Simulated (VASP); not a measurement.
# TiB2 (P4_2/mnm) in VASP: relaxation of cell and atoms with PBE

Aim: the relaxation of cell and atoms of TiB2 with PBE.

Everything below comes from runs of VASP 6.6.1. Logs are shortened: lines on timing, memory, paths and dates and some standing lists are left out, and cuts for length are marked.

**1. The cell of the first run**

It takes space group P4_2/mnm (No. 136, tetragonal). The conventional cell has a = 4.480 Å, b = 4.480 Å, c = 2.912 Å, α = 90.00°, β = 90.00°, γ = 90.00°. Within 2.5 Å of Ti (site symmetry mmm) lie 6 B at 1.91 to 1.93 Å. B (site symmetry m2m) has 3 Ti at 1.91 to 1.93 Å and 1 B at 2.47 Å within 2.5 Å.

**2. Relaxation of cell and atoms, PBE**

INCAR reads:

```
SYSTEM = TiB2
PREC = Accurate
ENCUT = 600
EDIFF = 1E-6
ISMEAR = 0
SIGMA = 0.1
LREAL = .FALSE.
LASPH = .TRUE.
NELM = 80
ALGO = Normal
ISIF = 3
LWAVE = .FALSE.
LCHARG = .FALSE.
GGA = PE
IBRION = 2
NSW = 60
EDIFFG = -0.01
```

KPOINTS reads:

```
regular mesh
0
G
  6 6 9
  0 0 0
```

POSCAR reads:

```
TiB2
1.0
    4.4800000000      0.0000000000      0.0000000000
    0.0000000000      4.4800000000      0.0000000000
    0.0000000000      0.0000000000      2.9120000000
Ti B
2 4
Direct
    0.0000000000      0.0000000000      0.0000000000
    0.5000000000      0.5000000000      0.5000000000
    0.3050000000      0.3050000000      0.0000000000
    0.1950000000      0.8050000000      0.5000000000
    0.6950000000      0.6950000000      0.0000000000
    0.8050000000      0.1950000000      0.5000000000
```

Potentials or basis: VASP PAW PBE potentials, release 64 (Ti_sv, B).

Run with:

```
$ cat potpaw_PBE.64/Ti_sv/POTCAR potpaw_PBE.64/B/POTCAR > POTCAR
$ mpirun -np 1 vasp_std > vasp.out
```

OUTCAR:

```text
SYSTEM = TiB2
   PREC = Accurate
   ENCUT = 600
   EDIFF = 1E-6
   ISMEAR = 0
   LREAL = .FALSE.
   LASPH = .TRUE.
   NELM = 80
   ISIF = 3
   GGA = PE
   IBRION = 2
   NSW = 60
   EDIFFG = -0.01

 ion  position               nearest neighbor table
   1  0.000  0.000  0.000-   4 1.91   6 1.91   4 1.91   6 1.91   5 1.93   3 1.93
   2  0.500  0.500  0.500-   3 1.91   5 1.91   3 1.91   5 1.91   4 1.93   6 1.93
   3  0.305  0.305  0.000-   2 1.91   2 1.91   1 1.93
   4  0.195  0.805  0.500-   1 1.91   1 1.91   2 1.93
   5  0.695  0.695  0.000-   2 1.91   2 1.91   1 1.93
   6  0.805  0.195  0.500-   1 1.91   1 1.91   2 1.93

  LATTYP: Found a simple tetragonal cell.
 ALAT       =     4.4800000000
 C/A-ratio  =     0.6500000000

  Lattice vectors:

 A1 = (   4.4800000000,   0.0000000000,   0.0000000000)
 A2 = (   0.0000000000,   4.4800000000,   0.0000000000)
 A3 = (   0.0000000000,   0.0000000000,   2.9120000000)

Analysis of symmetry for initial positions (statically):
=====================================================================
 Subroutine PRICEL returns:
 Original cell was already a primitive cell.

 Routine SETGRP: Setting up the symmetry group for a
 simple tetragonal supercell.

 Subroutine GETGRP returns: Found 16 space group operations
 (whereof  8 operations were pure point group operations)
 out of a pool of 16 trial point group operations.

The static configuration has the point symmetry D_2h.
 The point group associated with its full space group is D_4h.

Analysis of symmetry for dynamics (positions and initial velocities):
=====================================================================
 Subroutine PRICEL returns:
 Original cell was already a primitive cell.

 Routine SETGRP: Setting up the symmetry group for a
 simple tetragonal supercell.

 Subroutine GETGRP returns: Found 16 space group operations
 (whereof  8 operations were pure point group operations)
 out of a pool of 16 trial point group operations.

The dynamic configuration has the point symmetry D_2h.
 The point group associated with its full space group is D_4h.

 Subroutine INISYM returns: Found 16 space group operations
 (whereof  8 operations are pure point group operations),
 and found     1 'primitive' translations

----------------------------------------------------------------------------------------

                                     Primitive cell

  volume of cell :      58.4450

  direct lattice vectors                    reciprocal lattice vectors
     4.480000000  0.000000000  0.000000000     0.223214286  0.000000000  0.000000000
     0.000000000  4.480000000  0.000000000     0.000000000  0.223214286  0.000000000
     0.000000000  0.000000000  2.912000000     0.000000000  0.000000000  0.343406593

  length of vectors
     4.480000000  4.480000000  2.912000000     0.223214286  0.223214286  0.343406593

  position of ions in fractional coordinates (direct lattice)
     0.000000000  0.000000000  0.000000000
     0.500000000  0.500000000  0.500000000
     0.305000000  0.305000000  0.000000000
     0.195000000  0.805000000  0.500000000
     0.695000000  0.695000000  0.000000000
     0.805000000  0.195000000  0.500000000

  ion indices of the primitive-cell ions
   primitive index   ion index
                 1           1
                 2           2
                 3           3
                 4           4
                 5           5
                 6           6

----------------------------------------------------------------------------------------

 KPOINTS: regular mesh

Automatic generation of k-mesh.
 Grid dimensions read from file:
 generate k-points for:    6    6    9

 Generating k-lattice:

  Cartesian coordinates                     Fractional coordinates (reciprocal lattice)
     0.037202381  0.000000000  0.000000000     0.166666667  0.000000000  0.000000000
     0.000000000  0.037202381  0.000000000     0.000000000  0.166666667  0.000000000
     0.000000000  0.000000000  0.038156288     0.000000000  0.000000000  0.111111111

  Length of vectors
     0.037202381  0.037202381  0.038156288

  Shift w.r.t. Gamma in fractional coordinates (k-lattice)
     0.000000000  0.000000000  0.000000000

 Subroutine IBZKPT returns following result:
 ===========================================

 Found     50 irreducible k-points:

 Following reciprocal coordinates:
            Coordinates               Weight
  0.000000  0.000000  0.000000      1.000000
  0.166667  0.000000  0.000000      4.000000
  0.333333  0.000000  0.000000      4.000000
  0.500000  0.000000  0.000000      2.000000
  0.166667  0.166667  0.000000      4.000000
  0.333333  0.166667  0.000000      8.000000
[... 16 lines left out ...]
  0.333333  0.000000  0.222222      8.000000
  0.500000  0.000000  0.222222      4.000000
 [... further k-points ...]
   k-points           NKPTS =     50   k-points in BZ     NKDIM =     50   number of bands    NBANDS=     22
   number of dos      NEDOS =    301   number of ions     NIONS =      6
   total plane-waves  NPLWV =  31104
   dimension x,y,z NGX =    36 NGY =   36 NGZ =   24
   dimension x,y,z NGXF=    72 NGYF=   72 NGZF=   48
   ions per type =               2   4
   NGX,Y,Z   is equivalent  to a cutoff of  13.36, 13.36, 13.70 a.u.
   NGXF,Y,Z  is equivalent  to a cutoff of  26.72, 26.72, 27.40 a.u.
 SYSTEM =  TiB2
   PREC   = accura    normal or accurate (medium, high low for compatibility)
   ISTART =      0    job   : 0-new  1-cont  2-samecut
   ICHARG =      2    charge: 1-file 2-atom 10-const
   ISPIN  =      1    spin polarized calculation?
   LNONCOLLINEAR =      F non collinear calculations
   LSORBIT =      F    spin-orbit coupling
   LASPH  =      T    aspherical Exc in radial PAW
   ENCUT  =  600.0 eV  44.10 Ry    6.64 a.u.   8.95  8.95  5.82*2*pi/ulx,y,z
   NELM   =     80;   NELMIN=  2; NELMDL= -5     # of ELM steps
   EDIFF  = 0.1E-05   stopping-criterion for ELM
   LREAL  =      F    real-space projection
   EDIFFG = -.1E-01   stopping-criterion for IOM
   NSW    =     60    number of steps for IOM
   IBRION =      2    ionic relax: 0-MD 1-quasi-New 2-CG
   NFREE  =      1    steps in history (QN), initial steepest desc. (CG)
   ISIF   =      3    stress and relaxation
   ISYM   =      2    0-nonsym 1-usesym 2-fastsym
   POTIM  = 0.5000    time-step for ionic-motion
   TEBEG  =    0.0;   TEEND  =   0.0 temperature during run
   PSTRESS=    0.0 pullay stress
   NELECT =      36.0000    total number of electrons
   NUPDOWN=      -1.0000    fix difference up-down
   EMIN   =  10.00;   EMAX   =-10.00  energy-range for DOS
   EFERMI =   0.00;   METHOD = LEGACY
   ISMEAR =     0;   SIGMA  =   0.10  broadening in eV -4-tet -1-fermi 0-gaus
   EFERMI_NEDOS =   21; number of points for ismear=-14 and -15
   IALGO  =     38    algorithm
   IMIX   =      4    mixing-type and parameters
     AMIX     =   0.40;   BMIX     =  1.00
     AMIX_MAG =   1.60;   BMIX_MAG =  1.00
  volume/ion in A,a.u.               =       9.74        65.73
  Fermi-wavevector in a.u.,A,eV,Ry     =   1.392921  2.632239 26.398423  1.940229
  Thomas-Fermi vector in A             =   2.516617
   LORBIT       =      0    0 simple, 1 ext, 2 COOP (PROOUT), +10 PAW based schemes
   GGA     = PE    functional components
   LHFCALC =     F    Hartree Fock is set to
   AEXX    =    0.0000 exact exchange contribution
   IVDW    =     0    specifies the selected vdW correction
   LEPSILON=     F    determine dielectric tensor
   LRPA    =     F    only Hartree local field effects (RPA)
 conjugate gradient relaxation of ions
 non-spin polarized calculation
 Gauss-broadening in eV      SIGMA  =   0.10
  energy-cutoff  :      600.00
  volume of cell :       58.45
 maximum number of plane-waves:      1984
 NGX is ok and might be reduce to    36
   NGX = 17   NGY = 17   NGZ = 11

--------------------------------------- Ionic step        1  -------------------------------------------

 number of electron      35.9999995 magnetization

 Free energy of the ion-electron system (eV)
  ---------------------------------------------------
  ext. energy  EPLUGINS =         0.00000000
  ---------------------------------------------------
  free energy    TOTEN  =       -28.33309565 eV

  energy without entropy =      -28.32310643  energy(sigma->0) =      -28.32810104

------------------------ aborting loop because EDIFF is reached ----------------------------------------

  FORCE on cell =-STRESS in cart. coord.  units (eV):
  Direction    XX          YY          ZZ          XY          YZ          ZX
  --------------------------------------------------------------------------------------
  -------------------------------------------------------------------------------------
  Total       19.8230303     19.8230303     33.5643149     -0.0000000      0.0000000      0.0000000
  in kB      543.4170088    543.4170088    920.1125847     -0.0000000      0.0000000      0.0000000
  external PRESSURE =     668.9822008 kB  Pullay stress =       0.0000000 kB
[... 1320 lines left out ...]
     21       4.3272      0.00000
     22       4.3272      0.00000

 [... further k-points ...]

[... ionic steps 4 to 32 ...]

--------------------------------------- Ionic step       33  -------------------------------------------

 number of electron      35.9999988 magnetization

------------------------ aborting loop because EDIFF is reached ----------------------------------------

  FORCE on cell =-STRESS in cart. coord.  units (eV):
  Direction    XX          YY          ZZ          XY          YZ          ZX
  --------------------------------------------------------------------------------------
  -------------------------------------------------------------------------------------
  Total       -0.5172075     -0.5172075      0.1938060      0.0000000      0.0000000      0.0000000
  in kB      -11.1442725    -11.1442725      4.1759379      0.0000000      0.0000000      0.0000000
  external PRESSURE =      -6.0375357 kB  Pullay stress =       0.0000000 kB
[... 65 lines left out ...]
  energy  without entropy=      -39.0437781902  energy(sigma->0) =      -39.04888175

--------------------------------------- Ionic step       35  -------------------------------------------

 number of electron      35.9999993 magnetization

 Free energy of the ion-electron system (eV)
  ---------------------------------------------------
  ext. energy  EPLUGINS =         0.00000000
  ---------------------------------------------------
  free energy    TOTEN  =       -39.05502525 eV

  energy without entropy =      -39.04468696  energy(sigma->0) =      -39.04985611

 E-fermi :   5.6235     XC(G=0): -10.8941

 val. band max:        5.5944661122   @ k =   0.5000   0.0000   0.0000
 cond. band min:       5.6502684120   @ k =   0.3333   0.3333   0.0000
 fundamental gap:      0.0558022998
 Fermi energy:         5.6235145613

 k-point     1 :       0.0000    0.0000    0.0000
  band No.  band energies     occupation
      1     -51.3634      2.00000
      2     -51.3539      2.00000
      3     -27.8051      2.00000
      4     -27.8051      2.00000
      5     -27.5706      2.00000
      6     -27.5706      2.00000
[... 624 lines left out ...]
  FREE ENERGIE OF THE ION-ELECTRON SYSTEM (eV)
  ---------------------------------------------------
  free  energy   TOTEN  =       -39.0550252546 eV

  energy  without entropy=      -39.0446869627  energy(sigma->0) =      -39.04985611

 reached required accuracy - stopping structural energy minimisation
```

Wall time 26 min (1 thread of Intel Xeon Platinum 8488C (Sapphire Rapids), shared host); peak memory 0.23 GiB.

What came out:

| Quantity | Value |
| --- | --- |
| Free energy | -39.0550 eV |
| Relaxed volume | 12.31 Å³/atom |
| Relaxed cell | a = 4.137 Å, b = 4.137 Å, c = 4.315 Å, α = 90.00°, β = 90.00°, γ = 90.00° |
| Space group after relaxing (to 0.1 Å) | P4_2/mnm (No. 136) |
| Energy gained by relaxing | 1787.0 meV/atom |
| Ionic steps | 35 |
| Pressure after relaxing | 0.0 GPa |
| Largest force after relaxing | 0.010 eV/Å |
| Band gap on the k mesh | zero (bands 18 and 19 overlap by 1.93 eV) |

Forces on the atoms (eV/Å):
```
Ti   0.000  0.000  0.000
Ti   0.000  0.000  0.000
B    0.007  0.007  0.000
B   -0.007  0.007  0.000
B   -0.007 -0.007  0.000
B    0.007 -0.007  0.000
```

Step by step:
```csv
step,energy change (eV),largest force (eV/Å),pressure (GPa),volume (Å³)
1,0.0000,0.9345,66.90,58.45
2,-3.9518,1.2963,-10.32,99.76
3,-4.5323,1.2113,1.44,84.63
4,-4.5340,1.2297,0.39,85.58
5,-4.7586,0.7765,-1.45,87.04
6,-4.9689,0.2418,-3.95,89.72
7,-5.1829,0.2032,-6.05,95.22
8,-4.3270,7.0413,8.10,106.75
9,-5.2438,0.2482,-5.89,96.01
10,-5.6880,0.1041,-3.40,101.30
11,-5.5491,2.1083,0.83,104.00
12,-5.7094,0.3890,-2.59,101.94
13,-5.7543,0.5105,-2.43,102.17
14,-5.8586,0.9857,-1.87,102.84
15,-5.8595,2.5851,-0.09,104.17
16,-5.9011,1.6161,-1.18,103.47
17,-5.9792,1.5746,-1.56,103.43
18,-6.2058,1.4525,-2.74,103.30
19,-6.6251,1.2117,-4.97,103.02
20,-7.3321,0.7598,-9.03,102.38
21,-8.2899,0.0475,-15.49,100.75
22,-8.9116,1.1737,-21.25,96.23
23,-9.5294,0.9887,-18.27,89.99
24,-9.9315,0.7757,-12.95,83.30
25,-9.3805,0.2685,6.29,70.62
26,-9.9898,0.6163,-9.91,80.58
27,-10.2996,0.1597,-8.01,78.95
28,-10.6367,0.7025,-3.28,76.11
29,-9.9046,3.1118,15.54,70.20
30,-10.6696,1.0073,-1.37,75.27
31,-10.6729,1.1168,-0.62,74.96
32,-10.7192,0.0099,-0.62,74.33
33,-10.7193,0.0553,-0.60,74.36
34,-10.7209,0.0314,-0.41,74.17
35,-10.7219,0.0099,-0.02,73.85
```

Final structure:
```xyz
6
Lattice="4.1369 0.0000 0.0000 0.0000 4.1369 0.0000 0.0000 0.0000 4.3151" Properties=species:S:1:pos:R:3 pbc="T T T"
Ti    0.0000    0.0000    0.0000
Ti    2.0685    2.0685    2.1576
B     1.5221    1.5221    0.0000
B     0.5463    3.5906    2.1576
B     2.6148    2.6148    0.0000
B     3.5906    0.5463    2.1576
```

Levels at points of the mesh, in eV from the Fermi level:
```
           k point  band 15  band 16  band 17  band 18  band 19  band 20  band 21  band 22
(0.00, 0.00, 0.00)    -2.52    -2.52    -0.95    -0.95     0.69     1.11     1.11     1.35
(0.50, 0.00, 0.00)    -2.19    -2.19    -0.03    -0.03     0.70     0.70     1.50     1.50
(0.50, 0.50, 0.00)    -1.76    -1.76    -0.64    -0.64    -0.11    -0.11     1.26     1.26
```

Caveat: the volume moved by over 15 % at a fixed basis, so the end points are rough.

The gap in the log of VASP goes by the Fermi energy; the results here count the filled bands.